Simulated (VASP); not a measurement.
# P in VASP: further runs

The runs below take P through single point, with PBEsol, LDA.

Everything below comes from runs of VASP 6.6.1. Logs are shortened: lines on timing, memory, paths and dates and some standing lists are left out, and cuts for length are marked.

## 1. The cell of the first run

The cell holds a slab with vacuum, 4 atoms: a = 3.262 Å, b = 34.623 Å, c = 4.601 Å, α = 90.00°, β = 90.00°, γ = 90.00°.

## 2. Single point, PBEsol

File INCAR:

```
SYSTEM = P
PREC     = Accurate       ! precision mode
ENCUT    = 520            ! plane-wave cutoff, eV
EDIFF    = 1E-6           ! SCF threshold, eV
ISMEAR   = -1             ! smearing method
SIGMA    = 0.05           ! smearing width, eV
LREAL    = .False.        ! projectors in reciprocal space
LASPH    = .True.         ! aspherical terms in the spheres
NELM     = 60             ! most SCF steps
ALGO     = Normal         ! electronic algorithm
ISIF     = 2              ! what is computed and relaxed
LWAVE    = .False.        ! write WAVECAR
LCHARG   = .False.        ! write CHGCAR
GGA      = PS             ! functional
NBANDS   = 18             ! bands
```

File KPOINTS:

```
regular mesh
0
Gamma
  8 1 6
  0 0 0
```

File POSCAR:

```
P
1.0
    3.2616886149      0.0000000000      0.0000000000
    0.0000000000     34.6230841357      0.0000000000
    0.0000000000      0.0000000000      4.6009959564
P
4
Direct
    0.5000000000      0.9702614300      0.9078492800
    0.5000000000      0.0297385700      0.0921507200
    0.0000000000      0.0297385700      0.4078492800
    0.0000000000      0.9702614300      0.5921507200
```

Potentials or basis: VASP PAW PBE potentials, release 64 (P).

Command:

```sh
$ cat potpaw_PBE.64/P/POTCAR > POTCAR
$ mpirun -np 1 vasp_std > vasp.out
```

OUTCAR:

```text
SYSTEM = P
   PREC = Accurate
   ENCUT = 520
   EDIFF = 1E-6
   ISMEAR = -1
   LREAL = .False.
   LASPH = .True.
   NELM = 60
   ISIF = 2
   GGA = PS

 ion  position               nearest neighbor table
   1  0.500  0.970  0.908-   4 2.18   4 2.18   2 2.23
   2  0.500  0.030  0.092-   3 2.18   3 2.18   1 2.23
   3  0.000  0.030  0.408-   2 2.18   2 2.18   4 2.23
   4  0.000  0.970  0.592-   1 2.18   1 2.18   3 2.23

  LATTYP: Found a simple orthorhombic cell.
 ALAT       =     3.2616886149
 B/A-ratio  =     1.4106177810
 C/A-ratio  =    10.6150795565

  Lattice vectors:

 A1 = (  -3.2616886149,   0.0000000000,   0.0000000000)
 A2 = (   0.0000000000,   0.0000000000,   4.6009959564)
 A3 = (   0.0000000000,  34.6230841357,   0.0000000000)

Analysis of symmetry for initial positions (statically):
=====================================================================
 Subroutine PRICEL returns:
 Original cell was already a primitive cell.

 Routine SETGRP: Setting up the symmetry group for a
 simple orthorhombic supercell.

 Subroutine GETGRP returns: Found  8 space group operations
 (whereof  4 operations were pure point group operations)
 out of a pool of  8 trial point group operations.

The static configuration has the point symmetry C_2h.
 The point group associated with its full space group is D_2h.

Analysis of symmetry for dynamics (positions and initial velocities):
=====================================================================
 Subroutine PRICEL returns:
 Original cell was already a primitive cell.

 Routine SETGRP: Setting up the symmetry group for a
 simple orthorhombic supercell.

 Subroutine GETGRP returns: Found  8 space group operations
 (whereof  4 operations were pure point group operations)
 out of a pool of  8 trial point group operations.

The dynamic configuration has the point symmetry C_2h.
 The point group associated with its full space group is D_2h.

 Subroutine INISYM returns: Found  8 space group operations
 (whereof  4 operations are pure point group operations),
 and found     1 'primitive' translations

----------------------------------------------------------------------------------------

                                     Primitive cell

  volume of cell :     519.5892
[... 84 lines left out ...]
   LSORBIT =      F    spin-orbit coupling
   LASPH  =      T    aspherical Exc in radial PAW
   ENCUT  =  520.0 eV  38.22 Ry    6.18 a.u.   6.06 64.38  8.55*2*pi/ulx,y,z
   NELM   =     60;   NELMIN=  2; NELMDL= -5     # of ELM steps
   EDIFF  = 0.1E-05   stopping-criterion for ELM
   LREAL  =      F    real-space projection
   EDIFFG = 0.1E-04   stopping-criterion for IOM
   NSW    =      0    number of steps for IOM
   IBRION =     -1    ionic relax: 0-MD 1-quasi-New 2-CG
   NFREE  =      0    steps in history (QN), initial steepest desc. (CG)
   ISIF   =      2    stress and relaxation
   ISYM   =      2    0-nonsym 1-usesym 2-fastsym
   POTIM  = 0.5000    time-step for ionic-motion
   TEBEG  =    0.0;   TEEND  =   0.0 temperature during run
   PSTRESS=    0.0 pullay stress
   NELECT =      20.0000    total number of electrons
   NUPDOWN=      -1.0000    fix difference up-down
   EMIN   =  10.00;   EMAX   =-10.00  energy-range for DOS
   EFERMI =   0.00;   METHOD = LEGACY
   ISMEAR =    -1;   SIGMA  =   0.05  broadening in eV -4-tet -1-fermi 0-gaus
   EFERMI_NEDOS =   21; number of points for ismear=-14 and -15
   IALGO  =     38    algorithm
   IMIX   =      4    mixing-type and parameters
     AMIX     =   0.40;   BMIX     =  1.00
     AMIX_MAG =   1.60;   BMIX_MAG =  1.00
  volume/ion in A,a.u.               =     129.90       876.59
  Fermi-wavevector in a.u.,A,eV,Ry     =   0.552753  1.044553  4.157075  0.305536
  Thomas-Fermi vector in A             =   1.585330
   LORBIT       =      0    0 simple, 1 ext, 2 COOP (PROOUT), +10 PAW based schemes
   GGA     = PS    functional components
   LHFCALC =     F    Hartree Fock is set to
   AEXX    =    0.0000 exact exchange contribution
   IVDW    =     0    specifies the selected vdW correction
   LEPSILON=     F    determine dielectric tensor
   LRPA    =     F    only Hartree local field effects (RPA)
 non-spin polarized calculation
  energy-cutoff  :      520.00
  volume of cell :      519.59
 maximum number of plane-waves:     14064
   NGX = 13   NGY =129   NGZ = 17

 number of electron      19.9999999 magnetization

 Free energy of the ion-electron system (eV)
  ---------------------------------------------------
  ext. energy  EPLUGINS =         0.00000000
  ---------------------------------------------------
  free energy    TOTEN  =       -22.80951946 eV

  energy without entropy =      -22.80950961  energy(sigma->0) =      -22.80951454

 E-fermi :  -2.9448     XC(G=0):  -1.7872

 val. band max:       -3.4078767874   @ k =   0.0000   0.0000   0.0000
 cond. band min:      -2.5227664601   @ k =   0.0000   0.0000   0.0000
 fundamental gap:      0.8851103273
 Fermi energy:        -2.9448034043

 k-point     1 :       0.0000    0.0000    0.0000
  band No.  band energies     occupation
      1     -18.7292      2.00000
      2     -16.1767      2.00000
      3     -12.7438      2.00000
      4      -9.3268      2.00000
      5      -8.1554      2.00000
      6      -8.0174      2.00000
[... 397 lines left out ...]
      5      -8.5787      2.00000
      6      -8.5787      2.00000
[... 10 lines left out ...]
     17       3.1069      0.00000
     18       3.1069      0.00000

------------------------ aborting loop because EDIFF is reached ----------------------------------------

  FORCE on cell =-STRESS in cart. coord.  units (eV):
  Direction    XX          YY          ZZ          XY          YZ          ZX
  --------------------------------------------------------------------------------------
  -------------------------------------------------------------------------------------
  Total        0.5497345      0.7405656      0.6291552      0.0000000      0.0000000      0.0000000
  in kB        1.6951319      2.2835682      1.9400293      0.0000000      0.0000000      0.0000000
  external PRESSURE =       1.9729098 kB  Pullay stress =       0.0000000 kB

 VOLUME and BASIS-vectors are now :
 -----------------------------------------------------------------------------
  energy-cutoff  :      520.00
  volume of cell :      519.59
      direct lattice vectors                 reciprocal lattice vectors
     3.261688615  0.000000000  0.000000000     0.306589659  0.000000000  0.000000000
     0.000000000 34.623084136  0.000000000     0.000000000  0.028882465  0.000000000
     0.000000000  0.000000000  4.600995956     0.000000000  0.000000000  0.217344247

 POSITION                                       TOTAL-FORCE (eV/Angst)
 -----------------------------------------------------------------------------------
      1.63084     33.59344      4.17701         0.000000     -0.183277      0.369008
      1.63084      1.02964      0.42399        -0.000000      0.183277     -0.369008
      0.00000      1.02964      1.87651         0.000000      0.183277      0.369008
      0.00000     33.59344      2.72448        -0.000000     -0.183277     -0.369008
 -----------------------------------------------------------------------------------
    total drift:                               -0.000000      0.000000     -0.000000

  FREE ENERGIE OF THE ION-ELECTRON SYSTEM (eV)
  ---------------------------------------------------
  free  energy   TOTEN  =       -22.8095194579 eV

  energy  without entropy=      -22.8095096132  energy(sigma->0) =      -22.80951454
```

OSZICAR:

```text
N       E                     dE             d eps       ncg     rms          rms(c)
DAV:   1     0.138828130937E+03    0.13883E+03   -0.55985E+03   720   0.729E+02
DAV:   2    -0.382617066775E+01   -0.14265E+03   -0.13075E+03  1186   0.130E+02
DAV:   3    -0.226613396591E+02   -0.18835E+02   -0.18762E+02   990   0.574E+01
DAV:   4    -0.230648730999E+02   -0.40353E+00   -0.40247E+00   974   0.109E+01
[... 13 lines left out ...]
DAV:  18    -0.228094984578E+02   -0.23057E-04   -0.32622E-07   758   0.212E-03    0.403E-03
DAV:  19    -0.228095105852E+02   -0.12127E-04   -0.24674E-07   744   0.145E-03    0.281E-03
DAV:  20    -0.228095176216E+02   -0.70364E-05   -0.22897E-07   734   0.152E-03    0.292E-03
DAV:  21    -0.228095187669E+02   -0.11454E-05   -0.16315E-08   724   0.587E-04    0.141E-03
DAV:  22    -0.228095194579E+02   -0.69097E-06   -0.78980E-09   632   0.432E-04
   1 F= -.22809519E+02 E0= -.22809515E+02  d E =-.984475E-05
```

stdout:

```text
POSCAR found type information on POSCAR P
 POSCAR found :  1 types and       4 ions
 scaLAPACK will be used
 -----------------------------------------------------------------------------
|                                                                             |
|                                                                             |
|     You enforced a specific xc type in the INCAR file but a different       |
|     I HOPE YOU KNOW WHAT YOU ARE DOING!                                     |
|                                                                             |
 -----------------------------------------------------------------------------

 LDA part: xc-table for (Slater+PW92), standard interpolation
 POSCAR, INCAR and KPOINTS ok, starting setup
 FFT: planning ... GRIDC
 FFT: planning ... GRID_SOFT
 FFT: planning ... GRID
 WAVECAR not read
 entering main loop
```

It took 5.7 min on 1 thread of Intel Xeon Platinum 8488C (Sapphire Rapids), shared host; peak memory 0.56 GiB.

Results:

```
Free energy            : -22.8095 eV
Largest force          : 0.412 eV/Å
Band gap on the k mesh : 0.89 eV
```

Forces on the atoms (eV/Å):
```
P    0.000 -0.183  0.369
P    0.000  0.183 -0.369
P    0.000  0.183  0.369
P    0.000 -0.183 -0.369
```

Levels at points of the mesh, in eV from the valence-band top:
| k point | band 7 | band 8 | band 9 | band 10 | band 11 | band 12 | band 13 | band 14 |
| --- | --- | --- | --- | --- | --- | --- | --- | --- |
| (0.00, 0.00, 0.00) | -3.52 | -1.88 | -1.71 | 0.00 | 0.89 | 1.47 | 2.65 | 3.34 |
| (0.50, 0.00, 0.00) | -2.81 | -2.81 | -2.05 | -2.05 | 1.15 | 1.15 | 2.18 | 2.18 |
| (0.00, 0.00, 0.50) | -2.71 | -2.71 | -1.41 | -1.41 | 2.07 | 2.07 | 3.76 | 3.76 |
| (0.50, 0.00, 0.50) | -4.66 | -4.66 | -1.10 | -1.10 | 2.31 | 2.31 | 3.79 | 3.79 |

Caveat: the PAW data sets were made with another functional, which shifts forces and pressure a little.

## 3. Single point, LDA (132.55 Å³/atom)

This run uses another cell than the first one.

File INCAR:

```
PREC = Accurate
ENCUT = 520
EDIFF = 1E-6
ISMEAR = -1
SIGMA = 0.05
LREAL = F
LASPH = T
NELM = 80
ALGO = Normal
ISIF = 2
LWAVE = F
LCHARG = T
LELF = T
LVHAR = T
NBANDS = 18
```

File KPOINTS:

```
regular mesh
0
Gamma
  8 1 6
```

File POSCAR:

```
P
1.0
    3.2837277200      0.0000000000      0.0000000000
    0.0000000000     34.8570309900      0.0000000000
    0.0000000000      0.0000000000      4.6320847100
P
4
Direct
    0.5000000000      0.9702614300      0.9078492800
    0.5000000000      0.0297385700      0.0921507200
    0.0000000000      0.0297385700      0.4078492800
    0.0000000000      0.9702614300      0.5921507200
```

Potentials or basis: VASP PAW LDA potentials, release 64 (P).

Command:

```sh
$ cat potpaw_LDA.64/P/POTCAR > POTCAR
$ mpirun -np 1 vasp_std > vasp.out
```

It took 4.9 min on 1 thread of Intel Xeon Platinum 8488C (Sapphire Rapids), shared host; peak memory 0.45 GiB.

It converged, with:

- Free energy: -23.7121 eV
- Largest force: 0.150 eV/Å
- Band gap on the k mesh: 0.85 eV

Forces in eV/Å, atoms in the order of the input:
```
P    0.000  0.064  0.136
P    0.000 -0.064 -0.136
P    0.000 -0.064  0.136
P    0.000  0.064 -0.136
```

Levels at points of the mesh, in eV from the valence-band top:
```csv
k point,band 8,band 9,band 10,band 11,band 12,band 13
"(0.00, 0.00, 0.00)",-1.89,-1.69,0.00,0.85,1.45,2.54
"(0.50, 0.00, 0.00)",-2.76,-2.00,-2.00,1.11,1.11,2.15
"(0.00, 0.00, 0.50)",-2.69,-1.41,-1.41,1.98,1.98,3.64
"(0.50, 0.00, 0.50)",-4.59,-1.08,-1.08,2.26,2.26,3.72
```

## 4. Single point, LDA

This run uses another cell than the first one.

File INCAR:

```
SYSTEM = P
ALGO = Normal
EDIFF = 1E-7
ENCUT = 520
ISIF = 2
ISMEAR = -1
LASPH = .TRUE.
LCHARG = .TRUE.
LELF = .TRUE.
LREAL = .FALSE.
LVHAR = .TRUE.
LWAVE = .FALSE.
NBANDS = 18
NELM = 60
PREC = Accurate
SIGMA = 0.05
```

File KPOINTS:

```
k-points
0
G
  8 1 6
  0 0 0
```

POSCAR is that of step 3.

Command:

```sh
$ cat potpaw_LDA.64/P/POTCAR > POTCAR
$ mpirun -np 1 vasp_std > vasp.out
```

It took 5.5 min on 1 thread of Intel Xeon Platinum 8488C (Sapphire Rapids), shared host; peak memory 0.45 GiB.

It converged, with:

```
Free energy            : -23.7121 eV
Largest force          : 0.150 eV/Å
Band gap on the k mesh : 0.85 eV
```

Forces on the atoms (eV/Å):
```
P    0.000  0.064  0.136
P    0.000 -0.064 -0.136
P    0.000 -0.064  0.136
P    0.000  0.064 -0.136
```

Levels at points of the mesh, in eV from the valence-band top:
```csv
k point,band 6,band 7,band 8,band 9,band 10,band 11,band 12,band 13,band 14,band 15
"(0.00, 0.00, 0.00)",-4.63,-3.48,-1.89,-1.69,0.00,0.85,1.45,2.54,3.25,4.40
"(0.50, 0.00, 0.00)",-5.12,-2.76,-2.76,-2.00,-2.00,1.11,1.11,2.15,2.15,3.74
"(0.00, 0.00, 0.50)",-2.95,-2.69,-2.69,-1.41,-1.41,1.98,1.98,3.64,3.64,3.68
"(0.50, 0.00, 0.50)",-5.08,-4.59,-4.59,-1.08,-1.08,2.26,2.26,3.72,3.72,5.10
```

## 5. Single point, PBEsol

This run uses another cell than the first one.

File INCAR:

```
ALGO     = Normal         # electronic algorithm
EDIFF    = 1E-6           # SCF threshold, eV
ENCUT    = 520            # plane-wave cutoff, eV
GGA      = PS             # functional
ISIF     = 2              # what is computed and relaxed
ISMEAR   = -1             # smearing method
LASPH    = T              # aspherical terms in the spheres
LCHARG   = T              # write CHGCAR
LELF     = T              # ELF
LREAL    = F              # projectors in reciprocal space
LVHAR    = T            
LWAVE    = F              # write WAVECAR
NBANDS   = 18             # bands
NELM     = 80             # most SCF steps
PREC     = Accurate       # precision mode
SIGMA    = 0.05           # smearing width, eV
```

File KPOINTS:

```
k-points
0
Gamma
  8 1 6
```

POSCAR is that of step 4.

Potentials or basis: VASP PAW PBE potentials, release 64 (P).

Command:

```sh
$ cat potpaw_PBE.64/P/POTCAR > POTCAR
$ mpirun -np 1 vasp_std > vasp.out
```

Run time: 4.8 min. Hardware: 1 thread of Intel Xeon Platinum 8488C (Sapphire Rapids), shared host; peak memory 0.58 GiB.

The run converged. Its results:

| Property | Result |
| --- | --- |
| Free energy | -22.8147 eV |
| Largest force | 0.255 eV/Å |
| Band gap on the k mesh | 0.90 eV |

Forces on the atoms (eV/Å):
```
P    0.000 -0.044  0.252
P    0.000  0.044 -0.252
P    0.000  0.044  0.252
P    0.000 -0.044 -0.252
```

Levels at points of the mesh, in eV from the valence-band top:
| k point | band 6 | band 7 | band 8 | band 9 | band 10 | band 11 | band 12 | band 13 | band 14 | band 15 |
| --- | --- | --- | --- | --- | --- | --- | --- | --- | --- | --- |
| (0.00, 0.00, 0.00) | -4.64 | -3.47 | -1.87 | -1.67 | 0.00 | 0.90 | 1.47 | 2.58 | 3.29 | 4.41 |
| (0.50, 0.00, 0.00) | -5.13 | -2.77 | -2.77 | -2.01 | -2.01 | 1.15 | 1.15 | 2.19 | 2.19 | 3.79 |
| (0.00, 0.00, 0.50) | -2.95 | -2.68 | -2.68 | -1.40 | -1.40 | 2.02 | 2.02 | 3.71 | 3.71 | 3.72 |
| (0.50, 0.00, 0.50) | -5.08 | -4.61 | -4.61 | -1.09 | -1.09 | 2.30 | 2.30 | 3.75 | 3.75 | 5.16 |

Caveat: the PAW data sets were made with another functional, which shifts forces and pressure a little.

## 6. Overview

| level | potentials or basis | cell | gap on the mesh (eV) | largest force (eV/Å) |
| --- | --- | --- | --- | --- |
| PBEsol | VASP PAW PBE potentials, release 64 (P) | a = 3.262, b = 34.623, c = 4.601 Å, 4 atoms | 0.89 | 0.41 |
| LDA | VASP PAW LDA potentials, release 64 (P) | a = 3.284, b = 34.857, c = 4.632 Å, 4 atoms | 0.85 | 0.15 |
| PBEsol | VASP PAW PBE potentials, release 64 (P) | a = 3.284, b = 34.857, c = 4.632 Å, 4 atoms | 0.90 | 0.26 |

Alike in all rows: task single point; no spin polarisation; k mesh 8 × 1 × 6; cutoff (eV) 520; smearing fermi-dirac 0.05 eV.

Caveats: the PAW data sets were made with another functional, which shifts forces and pressure a little (at least some runs).

Absolute energies hang on the potentials; compare differences alone.
